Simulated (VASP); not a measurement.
Input of a VASP 6.6.1 run:

Contents of INCAR:

```
  ALGO = Normal
  EDIFF = 1E-6
  ENCUT = 520
  GGA = PE
  ISIF = 2
  ISMEAR = 0
  IVDW = 12
  LASPH = True
  LCHARG = False
  LREAL = False
  LWAVE = False
  NBANDS = 11
  NELM = 100
  PREC = Accurate
  SIGMA = 0.05
```

KPOINTS

```
k-points
0
Gamma
  15 15 15
```

POSCAR

```
C
1.0
    1.2632929494      0.7293625244      3.4449600376
   -1.2632929494      0.7293625244      3.4449600376
    0.0000000000     -1.4587250488      3.4449600375
C
2
Direct
    0.1628268272      0.1628268272      0.1628268272
    0.8371731728      0.8371731728      0.8371731728
```

Potentials or basis: VASP PAW PBE potentials, release 64 (C).

The run is started by

```sh
$ cat potpaw_PBE.64/C/POTCAR > POTCAR
$ mpirun -np 1 vasp_std > vasp.out
```

Predict the largest force.

1.288 eV/Å.

What does it give for the band gap on the k mesh?

0.70 eV, direct.

Stress tensor (GPa, compression positive):
```
-27.08   0.00   0.00
  0.00 -27.08   0.00
  0.00   0.00  -1.63
```

Caveat: forces of over 1 eV/Å act on the atoms, so gaps and moduli don't describe the material at rest. PBE gaps usually lie below the measured ones, often by a third to a half.
